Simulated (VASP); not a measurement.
## CaCdF4: single point with PBE

Crystal: CaCdF4.

```
Ca F Cd
1.0
     1.91200    1.10389    6.26643
    -1.91200    1.10389    6.26643
     0.00000   -2.20779    6.26643
Ca F Cd
1 4 1
Direct
  0.00000 0.00000 0.00000
  0.12536 0.12536 0.12536
  0.37552 0.37552 0.37552
  0.62448 0.62448 0.62448
  0.87464 0.87464 0.87464
  0.50000 0.50000 0.50000
```

```json
{
 "Program": "VASP 6.6.1",
 "Task": "single point",
 "Functional": "PBE",
 "Potentials or basis": "VASP PAW PBE potentials, release 64 (Ca_sv, F, Cd)",
 "Cutoff": "520 eV",
 "k mesh": "8 × 8 × 8",
 "Occupations": "fermi-dirac, width 0.02 eV",
 "Spin": "no spin polarisation",
 "Dipole correction": "no",
 "Further INCAR settings": "ALGO = Normal; EDIFF = 1e-06; NBANDS = 34"
}
```

```json
{
  "Pressure": "4.9 GPa",
  "Largest force": "0.091 eV/Å",
  "Band gap on the k mesh": "4.46 eV (least direct gap 4.77 eV)"
}
```

Forces on the atoms (eV/Å):
```
Ca   0.000  0.000  0.000
F    0.000  0.000 -0.089
F    0.000  0.000 -0.091
F    0.000  0.000  0.091
F    0.000  0.000  0.089
Cd   0.000  0.000  0.000
```

Levels at points of the mesh, in eV from the valence-band top:
```tsv
k point	band 23	band 24	band 25	band 26	band 27	band 28
(0.00, 0.00, 0.00)	-0.59	-0.31	-0.31	4.46	9.16	9.16
(0.50, 0.00, 0.00)	-0.50	-0.17	-0.03	7.59	8.29	9.51
(0.50, 0.50, 0.00)	-0.26	-0.15	0.00	7.43	8.59	9.62
(0.50, 0.50, 0.50)	-0.77	-0.25	-0.25	5.21	7.84	9.14
```

It took 3.8 min on 1 thread of Intel(R) Xeon(R) 6975P-C (Granite Rapids), with other jobs on the host, peak memory 0.44 GiB.

Caveat: the cell stands under pressure. A k mesh can miss the band edges.
